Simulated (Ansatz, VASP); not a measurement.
# BAs: VASP beside Ansatz

Contents of INCAR:

```
SYSTEM = BAs
PREC = Accurate
ENCUT = 520
EDIFF = 1E-6
ISMEAR = 0
SIGMA = 0.01
LREAL = .FALSE.
LASPH = .TRUE.
NELM = 60
ALGO = Normal
ISIF = 2
LWAVE = .FALSE.
LCHARG = .TRUE.
GGA = PE
LELF = .TRUE.
LVHAR = .TRUE.
NBANDS = 16
```

Contents of KPOINTS:

```
Automatic mesh
0
G
  15 15 6
  0 0 0
```

File POSCAR:

```
BAs
1.0
    2.8754509255      0.0000000000      0.0000000000
   -1.4377254628      2.4902135488      0.0000000000
    0.0000000000      0.0000000000      8.1233015122
B As
2 2
Direct
    0.3333333333      0.6666666667      0.2500000000
    0.6666666667      0.3333333333      0.7500000000
    0.3333333333      0.6666666667      0.7500000000
    0.6666666667      0.3333333333      0.2500000000
```

Input for Ansatz:

```yaml
crystal:
  lattice:
    - [2.8754509255, 0.0, 0.0]
    - [-1.4377254628, 2.4902135488, 0.0]
    - [0.0, 0.0, 8.1233015122]
  atoms:
    - { symbol: B, position: [0.3333333333, 0.6666666667, 0.25] }
    - { symbol: B, position: [0.6666666667, 0.3333333333, 0.75] }
    - { symbol: As, position: [0.3333333333, 0.6666666667, 0.75] }
    - { symbol: As, position: [0.6666666667, 0.3333333333, 0.25] }
basis:
  ecutwfc: 420
kpoints:
  mp_grid: { grid: [15, 15, 6] }
hamiltonian:
  xc: pbe
scf:
  occupations: { method: gaussian, width: 0.01 }
output:
  forces: true
  stress: true
  eigenvalues: true
```

Alike in both runs: task single point; functional PBE; k mesh 15 × 15 × 6; occupations gaussian, width 0.01 eV; no spin polarisation.

```csv
,VASP,Ansatz
version,VASP 6.6.1,Ansatz 0.2.0
potentials or method,"VASP PAW PBE potentials, release 64 (B, As), cutoff 520 eV","scalar-relativistic, plane waves, PAW"
valence electrons in the cell,16,36
```

VASP gave:

| Item | Value |
| --- | --- |
| gap on the k mesh at the Fermi level (eV) | 0.10 |
| least direct gap on the mesh (eV) | 0.10 |
| pressure (GPa) | 96.3 |
| traceless stress, the component that is largest in VASP (GPa) | -94.52 |

Problem. What did Ansatz give for the same quantities?

Solution. gap on the k mesh at the Fermi level (eV): 0.15; least direct gap on the mesh (eV): 0.15; pressure (GPa): 93.4; traceless stress, the component that is largest in VASP (GPa): -91.56.

Both programs put the cell under a high pressure, so it lies far from rest at this level. VASP's potentials hold 16 valence electrons a cell and Ansatz's 36, so a difference there can come from the potentials and not from the codes.

Noted on VASP's run: the cell as given lies far from equilibrium.
